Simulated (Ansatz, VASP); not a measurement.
Two plane-wave programs on MoW14

```
CELL_PARAMETERS angstrom
6.32000 0.00000 0.00000
0.00000 6.32000 0.00000
0.00000 0.00000 6.32000
ATOMIC_POSITIONS crystal
W 0.00232 0.00232 0.00232
W 0.49751 0.00262 0.00262
W 0.00262 0.49751 0.00262
W 0.00262 0.00262 0.49751
W 0.49772 0.49772 0.00220
W 0.49772 0.00220 0.49772
W 0.74984 0.25029 0.25029
W 0.00220 0.49772 0.49772
W 0.25029 0.74984 0.25029
W 0.25029 0.25029 0.74984
W 0.74978 0.74978 0.25004
W 0.74978 0.25004 0.74978
W 0.25004 0.74978 0.74978
W 0.74971 0.74971 0.74971
Mo 0.49755 0.49755 0.49755
```

Alike in both runs: functional PBE; k mesh 3 × 3 × 3; occupations gaussian, width 0.1 eV; no spin polarisation.

Ansatz relaxed the structure, and its values are those at the end. VASP's run is a single point on that final structure, the one shown.

|  | VASP | Ansatz |
| --- | --- | --- |
| version | VASP 6.6.1 | Ansatz 0.2.0 |
| potentials or method | VASP PAW PBE potentials, release 64 (W_sv, Mo_sv), cutoff 520 eV | scalar-relativistic, plane waves, PAW |
| valence electrons in the cell | 210 | 210 |

|  | VASP | Ansatz | Ansatz less VASP |
| --- | --- | --- | --- |
| rms of the force components (eV/Å) | 0.010 | 0.007 | -0.0025 |

Neither program's run includes spin-orbit coupling.
